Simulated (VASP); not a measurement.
A run of VASP 6.6.1:

The input POSCAR:

```
Rh
1.0
    2.0046865368      0.0000000000      0.0000000000
   -1.0023432684      1.7361094675      0.0000000000
    0.0000000000      0.0000000000      3.2814983843
Rh
2
Direct
    0.3333333333      0.6666666667      0.2500000000
    0.6666666667      0.3333333333      0.7500000000
```

INCAR.step1

```
SYSTEM = Rh
PREC = Accurate
ENCUT = 520
EDIFF = 1E-6
ISMEAR = -1
SIGMA = 0.08
LREAL = .FALSE.
LASPH = .TRUE.
NELM = 100
ALGO = Normal
ISIF = 2
LWAVE = .FALSE.
LCHARG = .TRUE.
LMAXMIX = 4
GGA = CA
NBANDS = 22
```

KPOINTS.step1

```
regular mesh
0
G
  16 16 9
  0 0 0
```

The input INCAR.step2:

```
SYSTEM = Rh
PREC = Accurate
ENCUT = 520
EDIFF = 1E-6
ISMEAR = -5
SIGMA = 0.08
LREAL = .FALSE.
LASPH = .TRUE.
NELM = 100
ALGO = Normal
ISIF = 2
LWAVE = .FALSE.
LCHARG = .FALSE.
LMAXMIX = 4
GGA = CA
LORBIT = 11
NBANDS = 22
NEDOS = 2001
ICHARG = 11
```

Contents of KPOINTS.step2:

```
regular mesh
0
G
  24 24 14
  0 0 0
```

Potentials or basis: VASP PAW LDA potentials, release 64 (Rh_pv).

Command:

```console
$ cat potpaw_LDA.64/Rh_pv/POTCAR > POTCAR
$ cp INCAR.step1 INCAR
$ cp KPOINTS.step1 KPOINTS
$ mpirun -np 1 vasp_std > vasp.out
$ cp INCAR.step2 INCAR
$ cp KPOINTS.step2 KPOINTS
$ mpirun -np 1 vasp_std > vasp.out
```

Hardware: 1 thread of Intel(R) Xeon(R) Platinum 8488C (Sapphire Rapids), on a shared host.

**Question.** Estimate the wall time of this run.

**Answer.** It took 42 s on 1 thread of Intel(R) Xeon(R) Platinum 8488C (Sapphire Rapids), on a shared host, peak memory 0.22 GiB. Counts: k points 488.
